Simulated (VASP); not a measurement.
Runs of VASP 6.6.1 on PbO2. The structure is that of space group P6/mmm (No. 191), or close to it. The cells are those of the table. 

| task | cell | cutoff (eV) | gap on the mesh (eV) | pressure (GPa) |
| --- | --- | --- | --- | --- |
| relaxation of cell and atoms | relaxed to 5 GPa from a = 3.380, b = 3.380, c = 3.718 Å, angles 90.0, 90.0, 120.0°, 3 atoms | 600 | none | 5.0 |
| single point | a = 3.785, b = 3.785, c = 3.313 Å, angles 90.0, 90.0, 120.0°, 3 atoms | 520 | none | 0.1 |
| single point | a = 3.741, b = 3.741, c = 3.254 Å, angles 90.0, 90.0, 120.0°, 3 atoms | 520 | none | 5.1 |
| single point | a = 3.711, b = 3.711, c = 3.148 Å, angles 90.0, 90.0, 120.0°, 3 atoms | 520 | none | 10.2 |
| single point | a = 3.650, b = 3.650, c = 3.074 Å, angles 90.0, 90.0, 120.0°, 3 atoms | 520 | none | (a) |
| relaxation of cell and atoms | relaxed to 10 GPa from a = 3.380, b = 3.380, c = 3.718 Å, angles 90.0, 90.0, 120.0°, 3 atoms | 600 | none | 10.0 |
| relaxation of cell and atoms | relaxed to 20 GPa from a = 3.380, b = 3.380, c = 3.718 Å, angles 90.0, 90.0, 120.0°, 3 atoms | 600 | none | 20.1 |
| relaxation of cell and atoms | relaxed from a = 3.380, b = 3.380, c = 3.718 Å, angles 90.0, 90.0, 120.0°, 3 atoms | 600 | none | 0.0 |

Alike in all rows: level r2SCAN; potentials or basis VASP PAW PBE potentials, release 64 (Pb_d, O); no spin polarisation; k mesh 6 × 6 × 5; smearing fermi-dirac 0.01 eV.

Fill in the values left out.

(a) 20.3.

Caveats: some runs use coarse meshes; the PAW data sets were made with another functional, which shifts forces and pressure a little; spin-orbit coupling is left out, which moves the levels of the heavy elements; the cell is relaxed towards a set pressure, so the enthalpy falls and the energy may rise (some runs).

A k mesh can miss the band edges, and the runs leave out spin-orbit coupling on Pb.

A gap of «none» marks levels without a gap at the run's occupations.
